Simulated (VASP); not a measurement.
# W9C8 in VASP: a series of runs

The runs below take W9C8 through single point, with PBEsol.

Everything below comes from runs of VASP 6.6.1. Logs are shortened: lines on timing, memory, paths and dates and some standing lists are left out, and cuts for length are marked.

## Step 1: The cell of the first run

The cell holds a slab with vacuum, 17 atoms: a = 5.800 Å, b = 5.800 Å, c = 15.256 Å, α = 90.00°, β = 90.00°, γ = 120.00°.

## Step 2: Single point, PBEsol

File INCAR:

```
SYSTEM = W9C8
ALGO     = Normal         ! electronic algorithm
EDIFF    = 1E-6           ! SCF threshold, eV
ENCUT    = 520            ! plane-wave cutoff, eV
GGA      = PS             ! functional
ISIF     = 2              ! what is computed and relaxed
ISMEAR   = 0              ! smearing method
LASPH    = .True.         ! aspherical terms in the spheres
LCHARG   = .False.        ! write CHGCAR
LREAL    = Auto         
LWAVE    = .False.        ! write WAVECAR
NBANDS   = 93             ! bands
NELM     = 80             ! most SCF steps
PREC     = Accurate       ! precision mode
SIGMA    = 0.15           ! smearing width, eV
```

File KPOINTS:

```
k-points
0
Gamma
  4 4 1
  0 0 0
```

File POSCAR:

```
W9C8
1.0
    5.7996800000      0.0000000000      0.0000000000
   -2.8998400000      5.0226700000      0.0000000000
    0.0000000000      0.0000000000     15.2562950000
W C
9 8
Direct
    0.0000000000      0.0000000000      0.0655467000
    0.0000028854      0.0000036193      0.2519001682
    0.0000000000      0.5000000000      0.0655467000
    0.0082754489      0.5041392797      0.2486862437
    0.5000000000      0.0000000000      0.0655467000
    0.4958679400     -0.0082694098      0.2486852394
    0.5000000000      0.5000000000      0.0655467000
    0.4958687845      0.5041391874      0.2486859838
    0.6666703498      0.3333381563      0.3959345920
    0.3310619309      0.1655333826      0.1528829806
    0.3336154984      0.1668104863      0.3357869287
    0.3333286865      0.6666626110      0.1504259686
    0.3333441565      0.6666746743      0.3261748880
    0.8344718544      0.1655331333      0.1528835677
    0.8332022721      0.1668114083      0.3357886801
    0.8344705170      0.6689407761      0.1528851297
    0.8332033207      0.6663984760      0.3357898395
```

Potentials or basis: VASP PAW PBE potentials, release 64 (W_sv, C).

Launch:

```bash
$ cat potpaw_PBE.64/W_sv/POTCAR potpaw_PBE.64/C/POTCAR > POTCAR
$ mpirun -np 1 vasp_std > vasp.out
```

OUTCAR:

```text
SYSTEM = W9C8
   EDIFF = 1E-6
   ENCUT = 520
   GGA = PS
   ISIF = 2
   ISMEAR = 0
   LASPH = .True.
   LREAL = Auto
   NELM = 80
   PREC = Accurate

 ion  position               nearest neighbor table
   1  0.000  0.000  0.066-  10 2.13  14 2.13  16 2.13   2 2.84   7 2.90   3 2.90   3 2.90   7 2.90
                             5 2.90   5 2.90
   2  0.000  0.000  0.252-  17 2.11  15 2.11  11 2.11  16 2.25  14 2.25  10 2.25   1 2.84   6 2.90
                             8 2.90   4 2.90   4 2.90   8 2.90   6 2.90
   3  0.000  0.500  0.066-  12 2.12  14 2.14  16 2.14   4 2.79   5 2.90   1 2.90   1 2.90   5 2.90
                             7 2.90   7 2.90
   4  0.008  0.504  0.249-  13 2.02  15 2.15  17 2.15  12 2.22  16 2.24  14 2.24   3 2.79   9 2.83
                             6 2.83   8 2.83   2 2.90   2 2.90   8 2.97   6 2.97
   5  0.500  0.000  0.066-  12 2.12  10 2.14  14 2.14   6 2.79   7 2.90   3 2.90   7 2.90   3 2.90
                             1 2.90   1 2.90
   6  0.496  0.992  0.249-  13 2.02  11 2.15  15 2.15  12 2.22  14 2.24  10 2.24   5 2.79   9 2.83
                             8 2.83   4 2.83   2 2.90   2 2.90   4 2.97   8 2.97
   7  0.500  0.500  0.066-  12 2.12  10 2.14  16 2.14   8 2.79   1 2.90   5 2.90   5 2.90   1 2.90
                             3 2.90   3 2.90
   8  0.496  0.504  0.249-  13 2.02  11 2.15  17 2.15  12 2.22  16 2.24  10 2.24   7 2.79   9 2.83
                             6 2.83   4 2.83   2 2.90   2 2.90   4 2.97   6 2.97
   9  0.667  0.333  0.396-  11 1.91  17 1.91  15 1.91   8 2.83   4 2.83   6 2.83
  10  0.331  0.166  0.153-   1 2.13   7 2.14   5 2.14   8 2.24   6 2.24   2 2.25
  11  0.334  0.167  0.336-   9 1.91   2 2.11   8 2.15   6 2.15
  12  0.333  0.667  0.150-   3 2.12   7 2.12   5 2.12   4 2.22   8 2.22   6 2.22
  13  0.333  0.667  0.326-   6 2.02   8 2.02   4 2.02
  14  0.834  0.166  0.153-   1 2.13   3 2.14   5 2.14   6 2.24   4 2.24   2 2.25
  15  0.833  0.167  0.336-   9 1.91   2 2.11   4 2.15   6 2.15
  16  0.834  0.669  0.153-   1 2.13   3 2.14   7 2.14   8 2.24   4 2.24   2 2.25
  17  0.833  0.666  0.336-   9 1.91   2 2.11   4 2.15   8 2.15

  LATTYP: Found a hexagonal cell.
 ALAT       =     5.7996800000
 C/A-ratio  =     2.6305408229

  Lattice vectors:

 A1 = (   5.7996800000,   0.0000000000,   0.0000000000)
 A2 = (  -2.8998400000,   5.0226700000,   0.0000000000)
 A3 = (   0.0000000000,   0.0000000000,  15.2562950000)

Analysis of symmetry for initial positions (statically):
=====================================================================
 Subroutine PRICEL returns:
 Original cell was already a primitive cell.

 Routine SETGRP: Setting up the symmetry group for a
 hexagonal supercell.

 Subroutine GETGRP returns: Found  2 space group operations
 (whereof  2 operations were pure point group operations)
 out of a pool of 24 trial point group operations.

The static configuration has the point symmetry C_1h.

Analysis of symmetry for dynamics (positions and initial velocities):
=====================================================================
 Subroutine PRICEL returns:
 Original cell was already a primitive cell.

 Routine SETGRP: Setting up the symmetry group for a
 hexagonal supercell.

 Subroutine GETGRP returns: Found  2 space group operations
 (whereof  2 operations were pure point group operations)
 out of a pool of 24 trial point group operations.

The dynamic configuration has the point symmetry C_1h.

 Subroutine INISYM returns: Found  2 space group operations
 (whereof  2 operations are pure point group operations),
 and found     1 'primitive' translations

----------------------------------------------------------------------------------------

                                     Primitive cell

  volume of cell :     444.4140

  direct lattice vectors                    reciprocal lattice vectors
     5.799680000  0.000000000  0.000000000     0.172423306  0.099548646  0.000000000
    -2.899840000  5.022670000  0.000000000     0.000000000  0.199097293  0.000000000
     0.000000000  0.000000000 15.256295000     0.000000000  0.000000000  0.065546714

  length of vectors
     5.799680000  5.799679815 15.256295000     0.199097287  0.199097293  0.065546714

  position of ions in fractional coordinates (direct lattice)
     0.000000000  0.000000000  0.065546700
     0.000002885  0.000003619  0.251900168
     0.000000000  0.500000000  0.065546700
     0.008275449  0.504139280  0.248686244
     0.500000000  0.000000000  0.065546700
     0.495867940  0.991730590  0.248685239
[... 9 lines left out ...]
     0.834470517  0.668940776  0.152885130
     0.833203321  0.666398476  0.335789840

  ion indices of the primitive-cell ions
   primitive index   ion index
                 1           1
                 2           2
                 3           3
                 4           4
                 5           5
                 6           6
[... 9 lines left out ...]
                16          16
                17          17

----------------------------------------------------------------------------------------

 KPOINTS: k-points

Automatic generation of k-mesh.
 Grid dimensions read from file:
 generate k-points for:    4    4    1

 Generating k-lattice:

  Cartesian coordinates                     Fractional coordinates (reciprocal lattice)
     0.043105827  0.024887162  0.000000000     0.250000000  0.000000000  0.000000000
     0.000000000  0.049774323  0.000000000     0.000000000  0.250000000  0.000000000
     0.000000000  0.000000000  0.065546714     0.000000000  0.000000000  1.000000000

  Length of vectors
     0.049774322  0.049774323  0.065546714

  Shift w.r.t. Gamma in fractional coordinates (k-lattice)
     0.000000000  0.000000000  0.000000000

 Subroutine IBZKPT returns following result:
 ===========================================

 Found      7 irreducible k-points:

 Following reciprocal coordinates:
            Coordinates               Weight
  0.000000  0.000000  0.000000      1.000000
  0.250000 -0.000000  0.000000      2.000000
  0.000000  0.250000  0.000000      4.000000
  0.500000 -0.000000  0.000000      1.000000
  0.000000  0.500000  0.000000      2.000000
  0.250000  0.250000  0.000000      4.000000
 -0.250000  0.500000  0.000000      2.000000
   k-points           NKPTS =      7   k-points in BZ     NKDIM =      7   number of bands    NBANDS=     93
   number of dos      NEDOS =    301   number of ions     NIONS =     17
   total plane-waves  NPLWV = 276480
   dimension x,y,z NGX =    48 NGY =   48 NGZ =  120
   dimension x,y,z NGXF=    96 NGYF=   96 NGZF=  240
   ions per type =               9   8
   NGX,Y,Z   is equivalent  to a cutoff of  13.76, 13.76, 13.08 a.u.
   NGXF,Y,Z  is equivalent  to a cutoff of  27.52, 27.52, 26.15 a.u.
 SYSTEM =  W9C8
   PREC   = accura    normal or accurate (medium, high low for compatibility)
   ISTART =      0    job   : 0-new  1-cont  2-samecut
   ICHARG =      2    charge: 1-file 2-atom 10-const
   ISPIN  =      1    spin polarized calculation?
   LNONCOLLINEAR =      F non collinear calculations
   LSORBIT =      F    spin-orbit coupling
   LASPH  =      T    aspherical Exc in radial PAW
   ENCUT  =  520.0 eV  38.22 Ry    6.18 a.u.  10.78 10.78 28.37*2*pi/ulx,y,z
   NELM   =     80;   NELMIN=  2; NELMDL= -5     # of ELM steps
   EDIFF  = 0.1E-05   stopping-criterion for ELM
   LREAL  =      T    real-space projection
   EDIFFG = 0.1E-04   stopping-criterion for IOM
   NSW    =      0    number of steps for IOM
   IBRION =     -1    ionic relax: 0-MD 1-quasi-New 2-CG
   NFREE  =      0    steps in history (QN), initial steepest desc. (CG)
   ISIF   =      2    stress and relaxation
   ISYM   =      2    0-nonsym 1-usesym 2-fastsym
   POTIM  = 0.5000    time-step for ionic-motion
   TEBEG  =    0.0;   TEEND  =   0.0 temperature during run
   PSTRESS=    0.0 pullay stress
   NELECT =     158.0000    total number of electrons
   NUPDOWN=      -1.0000    fix difference up-down
   EMIN   =  10.00;   EMAX   =-10.00  energy-range for DOS
   EFERMI =   0.00;   METHOD = LEGACY
   ISMEAR =     0;   SIGMA  =   0.15  broadening in eV -4-tet -1-fermi 0-gaus
   EFERMI_NEDOS =   21; number of points for ismear=-14 and -15
   IALGO  =     38    algorithm
   IMIX   =      4    mixing-type and parameters
     AMIX     =   0.40;   BMIX     =  1.00
     AMIX_MAG =   1.60;   BMIX_MAG =  1.00
  volume/ion in A,a.u.               =      26.14       176.41
  Fermi-wavevector in a.u.,A,eV,Ry     =   1.159751  2.191611 18.300128  1.345021
  Thomas-Fermi vector in A             =   2.296340
   LORBIT       =      0    0 simple, 1 ext, 2 COOP (PROOUT), +10 PAW based schemes
   GGA     = PS    functional components
   LHFCALC =     F    Hartree Fock is set to
   AEXX    =    0.0000 exact exchange contribution
   IVDW    =     0    specifies the selected vdW correction
   LEPSILON=     F    determine dielectric tensor
   LRPA    =     F    only Hartree local field effects (RPA)
 non-spin polarized calculation
 Gauss-broadening in eV      SIGMA  =   0.15
  energy-cutoff  :      520.00
  volume of cell :      444.41
 maximum number of plane-waves:     11992
 NGX is ok and might be reduce to    48
   NGX = 21   NGY = 21   NGZ = 57

 number of electron     158.0000000 magnetization

 Free energy of the ion-electron system (eV)
  ---------------------------------------------------
  ext. energy  EPLUGINS =         0.00000000
  ---------------------------------------------------
  free energy    TOTEN  =      -189.02405890 eV

  energy without entropy =     -188.94547678  energy(sigma->0) =     -188.98476784

 E-fermi :   2.1321     XC(G=0):  -7.0370

 val. band max:        2.0323268025   @ k =   0.0000   0.2500   0.0000
 cond. band min:       2.1488382290   @ k =  -0.2500   0.5000   0.0000
 fundamental gap:      0.1165114266
 Fermi energy:         2.1321383416

 k-point     1 :       0.0000    0.0000    0.0000
  band No.  band energies     occupation
      1     -72.1484      2.00000
      2     -71.9839      2.00000
      3     -71.7447      2.00000
      4     -71.7233      2.00000
      5     -71.6971      2.00000
      6     -71.6969      2.00000
[... 83 lines left out ...]
     90       4.6574      0.00000
     91       5.3540      0.00000

 k-point     2 :       0.2500   -0.0000    0.0000
  band No.  band energies     occupation
      1     -72.1484      2.00000
      2     -71.9829      2.00000
      3     -71.7391      2.00000
      4     -71.7166      2.00000
      5     -71.7021      2.00000
      6     -71.6970      2.00000
[... 459 lines left out ...]
     90       4.3496      0.00000
     91       4.4346      0.00000

 k-point     7 :      -0.2500    0.5000    0.0000
  band No.  band energies     occupation
      1     -72.1484      2.00000
      2     -71.9820      2.00000
      3     -71.7309      2.00000
      4     -71.7119      2.00000
      5     -71.7030      2.00000
      6     -71.6967      2.00000
[... 83 lines left out ...]
     90       4.3496      0.00000
     91       4.4346      0.00000
 [bands above 91 left out]

------------------------ aborting loop because EDIFF is reached ----------------------------------------

  FORCE on cell =-STRESS in cart. coord.  units (eV):
  Direction    XX          YY          ZZ          XY          YZ          ZX
  --------------------------------------------------------------------------------------
  -------------------------------------------------------------------------------------
  Total       -4.4092452     -4.4089097      1.0083903     -0.0002902     -0.0007714     -0.0013378
  in kB      -15.8959716    -15.8947620      3.6353942     -0.0010464     -0.0027810     -0.0048229
  external PRESSURE =      -9.3851131 kB  Pullay stress =       0.0000000 kB

 VOLUME and BASIS-vectors are now :
 -----------------------------------------------------------------------------
  energy-cutoff  :      520.00
  volume of cell :      444.41
      direct lattice vectors                 reciprocal lattice vectors
     5.799680000  0.000000000  0.000000000     0.172423306  0.099548646  0.000000000
    -2.899840000  5.022670000  0.000000000     0.000000000  0.199097293  0.000000000
     0.000000000  0.000000000 15.256295000     0.000000000  0.000000000  0.065546714

 POSITION                                       TOTAL-FORCE (eV/Angst)
 -----------------------------------------------------------------------------------
      0.00000      0.00000      1.00000         0.000004      0.000002      0.442668
      0.00001      0.00002      3.84306         0.000014      0.000008      0.003039
     -1.44992      2.51133      1.00000        -0.224032     -0.129345     -0.233492
     -1.41393      2.53213      3.79403        -0.007410     -0.004278     -0.025211
      2.89984      0.00000      1.00000         0.000057      0.258663     -0.233514
      0.00002      4.98114      3.79402        -0.000078      0.008598     -0.025179
[... 9 lines left out ...]
      2.89984      3.35987      2.33246        -0.000027      0.001907     -0.001118
      2.89986      3.34710      5.12291        -0.000068      0.072497      0.026245
 -----------------------------------------------------------------------------------
    total drift:                                0.037420     -0.064756      0.005120

  FREE ENERGIE OF THE ION-ELECTRON SYSTEM (eV)
  ---------------------------------------------------
  free  energy   TOTEN  =      -189.0240588967 eV

  energy  without entropy=     -188.9454767769  energy(sigma->0) =     -188.98476784
```

Wall time 18 min (1 thread of Oxide Virtual Turin-like, shared host); peak memory 0.62 GiB.

Results:

* Free energy: -189.0241 eV
* Largest force: 0.443 eV/Å
* Band gap on the k mesh: zero (band 79 reaches 2.60 eV, above the bottom of band 80 at 1.98 eV)

Forces on the atoms (eV/Å):
```
W    0.000  0.000  0.443
W    0.000  0.000  0.003
W   -0.224 -0.129 -0.233
W   -0.007 -0.004 -0.025
W    0.000  0.259 -0.234
W    0.000  0.009 -0.025
W    0.224 -0.129 -0.234
W    0.007 -0.004 -0.025
W    0.000  0.000  0.155
C   -0.002 -0.001 -0.001
C   -0.063 -0.036  0.026
C    0.000  0.000 -0.009
C    0.000  0.000  0.109
C    0.002 -0.001 -0.001
C    0.063 -0.036  0.026
C    0.000  0.002 -0.001
C    0.000  0.072  0.026
```

Levels at points of the mesh, in eV from the Fermi level:
```csv
k point,band 76,band 77,band 78,band 79,band 80,band 81,band 82,band 83
"(0.00, 0.00, 0.00)",0.07,0.20,0.20,0.47,0.54,0.54,1.05,1.31
"(0.50, 0.00, 0.00)",-1.05,-0.88,-0.61,-0.52,-0.15,0.46,1.10,1.35
"(0.00, 0.50, 0.00)",-1.05,-0.88,-0.61,-0.52,-0.15,0.46,1.10,1.35
```

Caveat: the PAW data sets were made with another functional, which shifts forces and pressure a little; spin-orbit coupling is left out, which moves the levels of the heavy elements.

[end of part 1 of 2]
